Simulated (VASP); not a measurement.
# Bi2Se3 in VASP: single point with PBE+D3(BJ)

Aim: the single point of Bi2Se3 with PBE+D3(BJ).

All numbers are computed with VASP 6.6.1; they aren't measurements. Logs are shortened: lines on timing, memory, paths and dates and some standing lists are left out, and cuts for length are marked.

**1. The cell of the first run**

The cell holds a slab with vacuum, 10 atoms: a = 4.124 Å, b = 4.124 Å, c = 60.741 Å, α = 90.00°, β = 90.00°, γ = 120.00°.

**2. Single point, PBE+D3(BJ)**

Input file INCAR:

```
SYSTEM = Bi2Se3
PREC = Accurate
ENCUT = 520
EDIFF = 1E-7
ISMEAR = 0
SIGMA = 0.02
LREAL = .False.
LASPH = .True.
NELM = 80
ALGO = Normal
ISIF = 2
LWAVE = .False.
LCHARG = .False.
LDIPOL = .True.
IDIPOL = 3
DIPOL = 0.5 0.5 0.500
GGA = PE
IVDW = 12
NBANDS = 59
```

Input file KPOINTS:

```
regular mesh
0
Gamma
  12 12 1
  0 0 0
```

Input file POSCAR:

```
Bi2Se3
1.0
    4.1243445460      0.0000000000      0.0000000000
   -2.0621722730      3.5717871508      0.0000000000
    0.0000000000      0.0000000000     60.7411062870
Se Bi
6 4
Direct
    0.0000000000      0.0000000000      0.3634352360
    0.6666666667      0.3333333333      0.4213111816
    0.3333333333      0.6666666667      0.4791649287
    0.6666666667      0.3333333333      0.5208345796
    0.3333333333      0.6666666667      0.5786885221
    0.0000000000      0.0000000000      0.6365653438
    0.3333333333      0.6666666667      0.3894286315
    0.0000000000      0.0000000000      0.4531025161
    0.0000000000      0.0000000000      0.5468963996
    0.6666666667      0.3333333333      0.6105726608
```

Potentials or basis: VASP PAW PBE potentials, release 64 (Se, Bi_d).

Launch:

```
$ cat potpaw_PBE.64/Se/POTCAR potpaw_PBE.64/Bi_d/POTCAR > POTCAR
$ mpirun -np 1 vasp_std > vasp.out
```

OUTCAR:

```text
SYSTEM = Bi2Se3
   PREC = Accurate
   ENCUT = 520
   EDIFF = 1E-7
   ISMEAR = 0
   LREAL = .False.
   LASPH = .True.
   NELM = 80
   ISIF = 2
   GGA = PE
   IVDW = 12
 IVDW          = 12

 ion  position               nearest neighbor table
   1  0.000  0.000  0.363-   7 2.86   7 2.86   7 2.86
   2  0.667  0.333  0.421-   8 3.07   8 3.07   8 3.07   7 3.07   7 3.07   7 3.07
   3  0.333  0.667  0.479-   8 2.86   8 2.86   8 2.86
   4  0.667  0.333  0.521-   9 2.86   9 2.86   9 2.86
   5  0.333  0.667  0.579-   9 3.07   9 3.07   9 3.07  10 3.07  10 3.07  10 3.07
   6  0.000  0.000  0.637-  10 2.86  10 2.86  10 2.86
   7  0.333  0.667  0.389-   1 2.86   1 2.86   1 2.86   2 3.07   2 3.07   2 3.07
   8  0.000  0.000  0.453-   3 2.86   3 2.86   3 2.86   2 3.07   2 3.07   2 3.07
   9  0.000  0.000  0.547-   4 2.86   4 2.86   4 2.86   5 3.07   5 3.07   5 3.07
  10  0.667  0.333  0.611-   6 2.86   6 2.86   6 2.86   5 3.07   5 3.07   5 3.07

  LATTYP: Found a hexagonal cell.
 ALAT       =     4.1243445460
 C/A-ratio  =    14.7274568382

  Lattice vectors:

 A1 = (   4.1243445460,   0.0000000000,   0.0000000000)
 A2 = (  -2.0621722730,   3.5717871508,   0.0000000000)
 A3 = (   0.0000000000,   0.0000000000,  60.7411062870)

Analysis of symmetry for initial positions (statically):
=====================================================================
 Subroutine PRICEL returns:
 Original cell was already a primitive cell.

 Routine SETGRP: Setting up the symmetry group for a
 hexagonal supercell.

 Subroutine GETGRP returns: Found 12 space group operations
 (whereof 12 operations were pure point group operations)
 out of a pool of 24 trial point group operations.

The static configuration has the point symmetry D_3d.

Analysis of symmetry for dynamics (positions and initial velocities):
=====================================================================
 Subroutine PRICEL returns:
 Original cell was already a primitive cell.

 Routine SETGRP: Setting up the symmetry group for a
 hexagonal supercell.

 Subroutine GETGRP returns: Found 12 space group operations
 (whereof 12 operations were pure point group operations)
 out of a pool of 24 trial point group operations.

The dynamic configuration has the point symmetry D_3d.

 Subroutine INISYM returns: Found 12 space group operations
 (whereof 12 operations are pure point group operations),
 and found     1 'primitive' translations

----------------------------------------------------------------------------------------

                                     Primitive cell

  volume of cell :     894.7943

  direct lattice vectors                    reciprocal lattice vectors
     4.124344546  0.000000000  0.000000000     0.242462769  0.139985945  0.000000000
    -2.062172273  3.571787151  0.000000000     0.000000000  0.279971890  0.000000000
     0.000000000  0.000000000 60.741106287     0.000000000  0.000000000  0.016463316

  length of vectors
     4.124344546  4.124344546 60.741106287     0.279971890  0.279971890  0.016463316

  position of ions in fractional coordinates (direct lattice)
     0.000000000  0.000000000  0.363435236
     0.666666667  0.333333333  0.421311182
     0.333333333  0.666666667  0.479164929
     0.666666667  0.333333333  0.520834580
     0.333333333  0.666666667  0.578688522
     0.000000000  0.000000000  0.636565344
     0.333333333  0.666666667  0.389428632
     0.000000000  0.000000000  0.453102516
     0.000000000  0.000000000  0.546896400
     0.666666667  0.333333333  0.610572661

  ion indices of the primitive-cell ions
   primitive index   ion index
                 1           1
                 2           2
                 3           3
                 4           4
                 5           5
                 6           6
                 7           7
                 8           8
                 9           9
                10          10

----------------------------------------------------------------------------------------

 KPOINTS: regular mesh

Automatic generation of k-mesh.
 Grid dimensions read from file:
 generate k-points for:   12   12    1

 Generating k-lattice:

  Cartesian coordinates                     Fractional coordinates (reciprocal lattice)
     0.020205231  0.011665495  0.000000000     0.083333333  0.000000000  0.000000000
     0.000000000  0.023330991  0.000000000     0.000000000  0.083333333  0.000000000
     0.000000000  0.000000000  0.016463316     0.000000000  0.000000000  1.000000000

  Length of vectors
     0.023330991  0.023330991  0.016463316

  Shift w.r.t. Gamma in fractional coordinates (k-lattice)
     0.000000000  0.000000000  0.000000000

 Subroutine IBZKPT returns following result:
 ===========================================

 Found     19 irreducible k-points:

 Following reciprocal coordinates:
            Coordinates               Weight
  0.000000  0.000000  0.000000      1.000000
  0.083333  0.000000  0.000000      6.000000
  0.166667  0.000000  0.000000      6.000000
  0.250000  0.000000  0.000000      6.000000
  0.333333  0.000000  0.000000      6.000000
  0.416667  0.000000  0.000000      6.000000
[... 11 lines left out ...]
  0.333333  0.250000  0.000000     12.000000
  0.333333  0.333333  0.000000      2.000000
   k-points           NKPTS =     19   k-points in BZ     NKDIM =     19   number of bands    NBANDS=     59
   number of dos      NEDOS =    301   number of ions     NIONS =     10
   total plane-waves  NPLWV = 491520
   dimension x,y,z NGX =    32 NGY =   32 NGZ =  480
   dimension x,y,z NGXF=    64 NGYF=   64 NGZF=  960
   ions per type =               6   4
   NGX,Y,Z   is equivalent  to a cutoff of  12.90, 12.90, 13.14 a.u.
   NGXF,Y,Z  is equivalent  to a cutoff of  25.80, 25.80, 26.27 a.u.
 SYSTEM =  Bi2Se3
   PREC   = accura    normal or accurate (medium, high low for compatibility)
   ISTART =      0    job   : 0-new  1-cont  2-samecut
   ICHARG =      2    charge: 1-file 2-atom 10-const
   ISPIN  =      1    spin polarized calculation?
   LNONCOLLINEAR =      F non collinear calculations
   LSORBIT =      F    spin-orbit coupling
   LASPH  =      T    aspherical Exc in radial PAW
   ENCUT  =  520.0 eV  38.22 Ry    6.18 a.u.   7.67  7.67112.94*2*pi/ulx,y,z
   NELM   =     80;   NELMIN=  2; NELMDL= -5     # of ELM steps
   EDIFF  = 0.1E-06   stopping-criterion for ELM
   LREAL  =      F    real-space projection
   EDIFFG = 0.1E-05   stopping-criterion for IOM
   NSW    =      0    number of steps for IOM
   IBRION =     -1    ionic relax: 0-MD 1-quasi-New 2-CG
   NFREE  =      0    steps in history (QN), initial steepest desc. (CG)
   ISIF   =      2    stress and relaxation
   ISYM   =      2    0-nonsym 1-usesym 2-fastsym
   POTIM  = 0.5000    time-step for ionic-motion
   TEBEG  =    0.0;   TEEND  =   0.0 temperature during run
   PSTRESS=    0.0 pullay stress
   NELECT =      96.0000    total number of electrons
   NUPDOWN=      -1.0000    fix difference up-down
   EMIN   =  10.00;   EMAX   =-10.00  energy-range for DOS
   EFERMI =   0.00;   METHOD = LEGACY
   ISMEAR =     0;   SIGMA  =   0.02  broadening in eV -4-tet -1-fermi 0-gaus
   EFERMI_NEDOS =   21; number of points for ismear=-14 and -15
   IALGO  =     38    algorithm
   IMIX   =      4    mixing-type and parameters
     AMIX     =   0.40;   BMIX     =  1.00
     AMIX_MAG =   1.60;   BMIX_MAG =  1.00
  volume/ion in A,a.u.               =      89.48       603.84
  Fermi-wavevector in a.u.,A,eV,Ry     =   0.777901  1.470019  8.233287  0.605130
  Thomas-Fermi vector in A             =   1.880685
   LORBIT       =      0    0 simple, 1 ext, 2 COOP (PROOUT), +10 PAW based schemes
   GGA     = PE    functional components
   LHFCALC =     F    Hartree Fock is set to
   AEXX    =    0.0000 exact exchange contribution
   IVDW    =    12    specifies the selected vdW correction
   LEPSILON=     F    determine dielectric tensor
   LRPA    =     F    only Hartree local field effects (RPA)
 non-spin polarized calculation
 Gauss-broadening in eV      SIGMA  =   0.02
  energy-cutoff  :      520.00
  volume of cell :      894.79
 maximum number of plane-waves:     24255
 NGX is ok and might be reduce to    32
   NGX = 15   NGY = 15   NGZ =225

 number of electron      96.0000008 magnetization

 dipolmoment           0.000000      0.000000     -0.000028 electrons x Angstroem

 Free energy of the ion-electron system (eV)
  ---------------------------------------------------
  ext. energy  EPLUGINS =         0.00000000
  ---------------------------------------------------
  free energy    TOTEN  =       -40.33941877 eV

  energy without entropy =      -40.33941877  energy(sigma->0) =      -40.33941877

 E-fermi :  -2.1483     XC(G=0):  -3.2068

 val. band max:       -2.3167927445   @ k =   0.0000   0.0000   0.0000
 cond. band min:      -1.7782097469   @ k =   0.0000   0.0000   0.0000
 fundamental gap:      0.5385829976
 Fermi energy:        -2.1483039541

 k-point     1 :       0.0000    0.0000    0.0000
  band No.  band energies     occupation
      1     -25.2362      2.00000
      2     -25.2361      2.00000
      3     -25.2293      2.00000
      4     -25.2293      2.00000
      5     -25.2253      2.00000
      6     -25.2253      2.00000
[... 51 lines left out ...]
     58       0.4197      0.00000
     59       0.5900      0.00000

 k-point     2 :       0.0833    0.0000    0.0000
  band No.  band energies     occupation
      1     -25.2369      2.00000
      2     -25.2343      2.00000
      3     -25.2301      2.00000
      4     -25.2275      2.00000
      5     -25.2261      2.00000
      6     -25.2235      2.00000
[... 1043 lines left out ...]
     58       2.0833      0.00000
     59       2.2424      0.00000

 k-point    19 :       0.3333    0.3333    0.0000
  band No.  band energies     occupation
      1     -25.2385      2.00000
      2     -25.2317      2.00000
      3     -25.2315      2.00000
      4     -25.2294      2.00000
      5     -25.2249      2.00000
      6     -25.2233      2.00000
[... 51 lines left out ...]
     58       2.2821      0.00000
     59       2.2927      0.00000

------------------------ aborting loop because EDIFF is reached ----------------------------------------

 vacuum level on the upper side and lower side of the slab       (xc-potential included)        -0.076        -0.076

 Edisp (eV)   -3.60559

 E8    (eV) :    -1.6644

  FORCE on cell =-STRESS in cart. coord.  units (eV):
  Direction    XX          YY          ZZ          XY          YZ          ZX
  --------------------------------------------------------------------------------------
  -------------------------------------------------------------------------------------
  Total       0.35901     0.35901     0.03576    -0.00000     0.00000     0.00000
  in kB       0.64282     0.64282     0.06404    -0.00000     0.00000     0.00000
  external pressure =        0.45 kB  Pullay stress =        0.00 kB

 VOLUME and BASIS-vectors are now :
 -----------------------------------------------------------------------------
  energy-cutoff  :      520.00
  volume of cell :      894.79
      direct lattice vectors                 reciprocal lattice vectors
     4.124344546  0.000000000  0.000000000     0.242462769  0.139985945  0.000000000
    -2.062172273  3.571787151  0.000000000     0.000000000  0.279971890  0.000000000
     0.000000000  0.000000000 60.741106287     0.000000000  0.000000000  0.016463316

 POSITION                                       TOTAL-FORCE (eV/Angst)
 -----------------------------------------------------------------------------------
      0.00000      0.00000     22.07546        -0.000000     -0.000000     -0.012001
      2.06217      1.19060     25.59091        -0.000000      0.000000      0.001100
     -0.00000      2.38119     29.10501        -0.000000     -0.000000      0.014798
      2.06217      1.19060     31.63607         0.000000      0.000000     -0.014798
     -0.00000      2.38119     35.15018        -0.000000      0.000000     -0.001100
      0.00000      0.00000     38.66568         0.000000      0.000000      0.012001
     -0.00000      2.38119     23.65433        -0.000000     -0.000000      0.006832
      0.00000      0.00000     27.52195         0.000000     -0.000000     -0.007885
      0.00000      0.00000     33.21909        -0.000000      0.000000      0.007885
      2.06217      1.19060     37.08686         0.000000      0.000000     -0.006832
 -----------------------------------------------------------------------------------
    total drift:                                0.000000     -0.000000     -0.010624

  FREE ENERGIE OF THE ION-ELECTRON SYSTEM (eV)
  ---------------------------------------------------
  free  energy   TOTEN  =       -43.9450082064 eV

  energy  without entropy=      -43.9450082064  energy(sigma->0) =      -43.94500821

 vacuum level on the upper side and lower side of the slab         3.206         3.206
```

Wall time 54 min (1 thread of Oxide Virtual Turin-like, shared host); peak memory 1.3 GiB.

What came out:

* Free energy: -43.9450 eV
* Largest force: 0.015 eV/Å
* Band gap on the k mesh: 0.54 eV
* Dispersion energy per atom: -0.361 eV

Forces on the atoms (eV/Å):
```
Se   0.000  0.000 -0.012
Se   0.000  0.000  0.001
Se   0.000  0.000  0.015
Se   0.000  0.000 -0.015
Se   0.000  0.000 -0.001
Se   0.000  0.000  0.012
Bi   0.000  0.000  0.007
Bi   0.000  0.000 -0.008
Bi   0.000  0.000  0.008
Bi   0.000  0.000 -0.007
```

Levels at points of the mesh, in eV from the valence-band top:
| k point | band 45 | band 46 | band 47 | band 48 | band 49 | band 50 | band 51 | band 52 |
| --- | --- | --- | --- | --- | --- | --- | --- | --- |
| (0.00, 0.00, 0.00) | -0.97 | -0.93 | -0.85 | 0.00 | 0.54 | 0.83 | 1.73 | 1.73 |
| (0.50, 0.00, 0.00) | -1.29 | -1.07 | -1.01 | -0.60 | 1.23 | 1.54 | 2.24 | 2.27 |

Caveat: spin-orbit coupling is left out, which moves the levels of the heavy elements.
